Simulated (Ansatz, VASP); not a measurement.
## One calculation of TiO2, two programs

The input INCAR:

```
SYSTEM = TiO2
  PREC = Accurate
  ENCUT = 520
  EDIFF = 1E-6
  ISMEAR = 0
  SIGMA = 0.01
  LREAL = .FALSE.
  LASPH = .TRUE.
  NELM = 80
  ALGO = Normal
  ISIF = 2
  LWAVE = .FALSE.
  LCHARG = .FALSE.
  GGA = PS
  NBANDS = 19
```

KPOINTS

```
regular mesh
0
G
  8 8 8
  0 0 0
```

Contents of POSCAR:

```
TiO2
1.0
    7.1924470000      0.0000000000      0.0000000000
    6.5690148859      2.9290505761      0.0000000000
    6.5690148859      1.3981782601      2.5737977446
Ti O
1 2
Direct
    0.0000000000      0.0000000000      0.0000000000
    0.6204670000      0.6204670000      0.6204670000
    0.3795330000      0.3795330000      0.3795330000
```

Input for Ansatz:

```yaml
crystal:
  lattice:
    - [7.192447, 0.0, 0.0]
    - [6.569014885861793, 2.9290505760630303, 0.0]
    - [6.569014885861793, 1.3981782600704544, 2.5737977446181604]
  atoms:
    - { symbol: Ti, position: [0.0, 0.0, 0.0] }
    - { symbol: O, position: [0.620467, 0.6204669999999999, 0.620467] }
    - { symbol: O, position: [0.379533, 0.3795330000000001, 0.379533] }
basis:
  ecutwfc: 500.0
kpoints:
  mp_grid:
    grid: [8, 8, 8]
hamiltonian:
  xc: pbesol
scf:
  occupations:
    method: fixed
output:
  forces: true
  stress: true
```

Alike in both runs: task single point; functional PBEsol; k mesh 8 × 8 × 8; no spin polarisation.

```csv
,VASP,Ansatz
version,VASP 6.6.1,Ansatz 0.2.0
potentials or method,"VASP PAW PBE potentials, release 64 (Ti_sv, O), cutoff 520 eV","plane waves, PAW"
occupations,"gaussian, width 0.01 eV",fixed
valence electrons in the cell,24,24
```

|  | VASP | Ansatz | Ansatz less VASP |
| --- | --- | --- | --- |
| pressure (GPa) | -3.9 | -4.3 | -0.43 |
| traceless stress, the component that is largest in VASP (GPa) | 1.39 | 1.61 | +0.220 |
| rms of the force components (eV/Å) | 0.182 | 0.207 | +0.0259 |

VASP's potentials were made for PBE, not for PBEsol. Atom by atom the forces differ by 0.026 eV/Å (rms over components).
